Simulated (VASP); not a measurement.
Write the native input for VASP 6.6.1 that does the following.

```yaml
Task: electric field gradients
Functional: PBE
Potentials_or_basis: VASP PAW PBE potentials, release 64 (Bi_d, P)
Cutoff: 520 eV
k_mesh: 13 × 13 × 13
Occupations: fermi-dirac, width 0.05 eV
Spin: no spin polarisation
Dipole_correction: no
Further_INCAR_settings: ALGO = Normal; EDIFF = 1e-08; NBANDS = 17
```

The structure of BiP (zincblende type) lies in POSCAR:

```
BiP
1.0
    0.0000000000      3.2519146124      3.2519146124
    3.2519146124      0.0000000000      3.2519146124
    3.2519146124      3.2519146124      0.0000000000
Bi P
1 1
Direct
    0.0000000000      0.0000000000      0.0000000000
    0.2500000000      0.2500000000      0.2500000000
```

One way to write it, as run:

INCAR

```
SYSTEM = BiP
PREC = Accurate
ENCUT = 520
EDIFF = 1E-8
ISMEAR = -1
SIGMA = 0.05
LREAL = .False.
LASPH = .True.
NELM = 100
ALGO = Normal
ISIF = 2
LWAVE = .False.
LCHARG = .False.
GGA = PE
LEFG = .True.
NBANDS = 17
```

KPOINTS

```
Automatic mesh
0
Gamma
  13 13 13
  0 0 0
```

Potentials or basis: VASP PAW PBE potentials, release 64 (Bi_d, P).

Run with:

```bash
$ cat potpaw_PBE.64/Bi_d/POTCAR potpaw_PBE.64/P/POTCAR > POTCAR
$ mpirun -np 1 vasp_std > vasp.out
```

It gave:

The pressure is -0.1 GPa. The band gap on the k mesh is zero (band 10 reaches 4.48 eV, above the bottom of band 11 at 3.85 eV).

Caveat: without QUAD_EFG the Cq values of the log hold for a quadrupole moment of 1 mb, not for the nuclei; spin-orbit coupling is left out, which moves the levels of the heavy elements.

It took 86 s on 1 thread of AMD EPYC 9R14 (Zen 4), with other jobs on the host, peak memory 0.23 GiB.
